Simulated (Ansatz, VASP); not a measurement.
K in VASP and in Ansatz

```
CELL_PARAMETERS angstrom
7.72551 0.00000 0.00000
-3.86276 6.69049 0.00000
0.00000 0.00000 4.62279
ATOMIC_POSITIONS crystal
K 0.00000 0.00000 0.00000
K 0.33333 0.66667 0.50000
K 0.66667 0.33333 0.50000
```

Alike in both runs: task single point; functional BLYP; k mesh 6 × 6 × 8; occupations fermi-dirac, width 0.1 eV; no spin polarisation.

```csv
,VASP,Ansatz
version,VASP 6.6.1,Ansatz 0.2.0
potentials or method,"VASP PAW PBE potentials, release 64 (K_sv), cutoff 520 eV","plane waves (420 eV) with PAW, scalar-relativistic"
valence electrons in the cell,27,27
```

```tsv
	VASP	Ansatz	Ansatz less VASP
pressure (GPa)	-0.1	-0.1	+0.01
```

VASP's potentials were made for PBE, not for BLYP.
